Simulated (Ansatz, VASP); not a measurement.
# SiGe: VASP beside Ansatz

```
CELL_PARAMETERS angstrom
3.78725 0.00000 0.00000
-1.89362 3.27985 0.00000
0.00000 0.00000 6.26007
ATOMIC_POSITIONS crystal
Si 0.66667 0.33333 0.87447
Si 0.33333 0.66667 0.37447
Ge 0.66667 0.33333 0.50053
Ge 0.33333 0.66667 0.00053
```

Change from the starting cell: strain -0.030 along x and y, -0.030 along z, atoms carried along.

Alike in both runs: task single point; functional r2SCAN; k mesh 12 × 12 × 4; occupations gaussian, width 0.05 eV; no spin polarisation.

```csv
,VASP,Ansatz
version,VASP 6.6.1,Ansatz 0.2.0
potentials or method,"VASP PAW PBE potentials, release 64 (Si, Ge_d), cutoff 520 eV","scalar-relativistic, plane waves, PAW"
valence electrons in the cell,36,36
```

|  | VASP | Ansatz | Ansatz less VASP |
| --- | --- | --- | --- |
| gap on the k mesh at the Fermi level (eV) | 0.50 | 0.50 | -0.001 |
| least direct gap on the mesh (eV) | 1.06 | 1.07 | +0.007 |
| pressure (GPa) | 9.4 | 9.4 | +0.04 |
| traceless stress, the component that is largest in VASP (GPa) | 0.08 | 0.09 | +0.007 |
| rms of the force components (eV/Å) | 0.024 | 0.024 | +0.0003 |

VASP's potentials were made for PBE, not for r2SCAN. Atom by atom the forces differ by 0.000 eV/Å (rms over components).
